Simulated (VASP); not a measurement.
Set up this calculation in VASP 6.6.1, as the native input.

* Task: relaxation of the atoms
* Functional: PBEsol
* Potentials or basis: VASP PAW PBE potentials, release 64 (H, Li_sv)
* Cutoff: 520 eV
* k mesh: 1 × 1 × 1, shifted
* Occupations: fermi-dirac, width 0.05 eV
* Spin: no spin polarisation
* Dipole correction: no
* Further INCAR settings: LREAL = Auto; ALGO = Normal; EDIFF = 1e-06; ISYM = 0; IBRION = 2; EDIFFG = -0.03; NSW = 100

The structure of LiH (a cell with a defect) lies in POSCAR:

```
LiH
1.0
    7.9599380000      0.0000000000      0.0000000000
    0.0000000000      7.9599380000      0.0000000000
    0.0000000000      0.0000000000      7.9599380000
H Li
31 31
Direct
    0.2519260000      0.9999630000      0.9988270000
    0.2496720000      0.9997840000      0.4990000000
    0.2508470000      0.4981170000      0.9968150000
    0.7468720000      0.9962460000      0.9992120000
    0.7475250000      0.0025920000      0.5028730000
    0.7488210000      0.4979010000      0.9963280000
    0.7493820000      0.5033950000      0.5017370000
    0.9972470000      0.2541480000      0.9972040000
    0.0048220000      0.2495450000      0.5030910000
    0.9974200000      0.7521540000      0.0018180000
    0.9967320000      0.7471400000      0.5073460000
    0.5046420000      0.2555180000      0.9990730000
    0.5029750000      0.2500790000      0.5002490000
    0.5019220000      0.7489490000      0.0024100000
    0.4987910000      0.7465690000      0.5023470000
    0.0047120000      0.0000020000      0.2495870000
    0.9977720000      0.0036010000      0.7521200000
    0.0006780000      0.4959510000      0.2459870000
    0.9971170000      0.4992150000      0.7513980000
    0.5007200000      0.0024490000      0.2474330000
    0.4995270000      0.9966890000      0.7474360000
    0.4964960000      0.5000710000      0.2490080000
    0.4965720000      0.4962000000      0.7462260000
    0.2506470000      0.2473610000      0.2504600000
    0.2498560000      0.2480510000      0.7521100000
    0.2524260000      0.7452050000      0.2464970000
    0.2450480000      0.7492960000      0.7494790000
    0.7520670000      0.2454920000      0.2486150000
    0.7534760000      0.2459810000      0.7507480000
    0.7535160000      0.7478210000      0.2508510000
    0.7503910000      0.7509140000      0.7491640000
    0.0046980000      0.0045410000      0.0002320000
    0.9987590000      0.4970090000      0.0001950000
    0.0030460000      0.5011390000      0.4984710000
    0.5017420000      0.9981110000      0.0041460000
    0.4976970000      0.0029310000      0.4956200000
    0.5044290000      0.5051470000      0.0012810000
    0.4966670000      0.4955390000      0.5011490000
    0.2542650000      0.2481520000      0.9963810000
    0.2494500000      0.2474710000      0.5031510000
    0.2494850000      0.7499650000      0.9987640000
    0.2509060000      0.7551570000      0.5010720000
    0.7514660000      0.2495860000      0.9971300000
    0.7494860000      0.2487230000      0.5043590000
    0.7541230000      0.7504470000      0.9980270000
    0.7517700000      0.7513600000      0.4954260000
    0.2521830000      0.0012920000      0.2510000000
    0.2505850000      0.0001450000      0.7468890000
    0.2476760000      0.4985990000      0.2434250000
    0.2475080000      0.4955830000      0.7526240000
    0.7469260000      0.0011530000      0.2518170000
    0.7454510000      0.9963220000      0.7525500000
    0.7481470000      0.5021180000      0.2507420000
    0.7526680000      0.4973320000      0.7476500000
    0.9984390000      0.2499950000      0.2489620000
    0.0008080000      0.2486170000      0.7507090000
    0.9984730000      0.7511690000      0.2475460000
    0.0017600000      0.7525740000      0.7500480000
    0.5029830000      0.2530000000      0.2491970000
    0.5007410000      0.2449670000      0.7501780000
    0.4990180000      0.7540310000      0.2488740000
    0.4984800000      0.7481850000      0.7515800000
```

One way to write it, as run:

INCAR

```
SYSTEM = LiH
PREC = Accurate ; ENCUT = 520
EDIFF = 1E-6 ; ISMEAR = -1
SIGMA = 0.05 ; LREAL = Auto
LASPH = .TRUE. ; NELM = 60
ALGO = Normal ; ISIF = 2
LWAVE = .FALSE. ; LCHARG = .FALSE.
GGA = PS ; IBRION = 2
NSW = 100 ; EDIFFG = -0.03
ISYM = 0
```

KPOINTS

```
Automatic mesh
0
Gamma
  1 1 1
  0.25 0.25 0.25
```

Potentials or basis: VASP PAW PBE potentials, release 64 (H, Li_sv).

The run is started by

```sh
$ cat potpaw_PBE.64/H/POTCAR potpaw_PBE.64/Li_sv/POTCAR > POTCAR
$ mpirun -np 1 vasp_std > vasp.out
```

It gave:

The energy gained by relaxing is 16.9 meV/atom and the ionic steps are 9. The largest force after relaxing is 0.014 eV/Å and the band gap on the k mesh is 2.79 eV.

Caveat: the PAW data sets were made with another functional, which shifts forces and pressure a little.

It took 36 min on 1 thread of Intel Xeon 8259CL, with other jobs on the host, peak memory 0.6 GiB.
